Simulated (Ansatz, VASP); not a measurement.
**Ca3Y in VASP and in Ansatz**

```
CELL_PARAMETERS angstrom
0.00000 4.24557 4.24557
4.24557 0.00000 4.24557
4.24557 4.24557 0.00000
ATOMIC_POSITIONS crystal
Ca 0.24521 0.25331 0.25454
Ca 0.74353 0.75236 0.74481
Ca 0.49638 0.50291 0.49576
Y 0.98860 0.01399 0.99984
```

Alike in both runs: task single point; functional LDA; k mesh 4 × 4 × 4; no spin polarisation.

```csv
,VASP,Ansatz
version,VASP 6.6.1,Ansatz 0.2.0
potentials or method,"VASP PAW LDA potentials, release 64 (Ca_sv, Y_sv)","plane waves, PAW"
plane-wave cutoff (eV),520,420
occupations,"methfessel-paxton of order 1, width 0.1 eV",methfessel-paxton of order 1
valence electrons in the cell,41,41
```

|  | VASP | Ansatz | Ansatz less VASP |
| --- | --- | --- | --- |
| rms of the force components (eV/Å) | 0.054 | 0.054 | 0.0000 |

LDA's correlation is that of Perdew and Zunger in VASP and of Perdew and Wang (1992) in Ansatz. Atom by atom the forces differ by 0.000 eV/Å (rms over components).
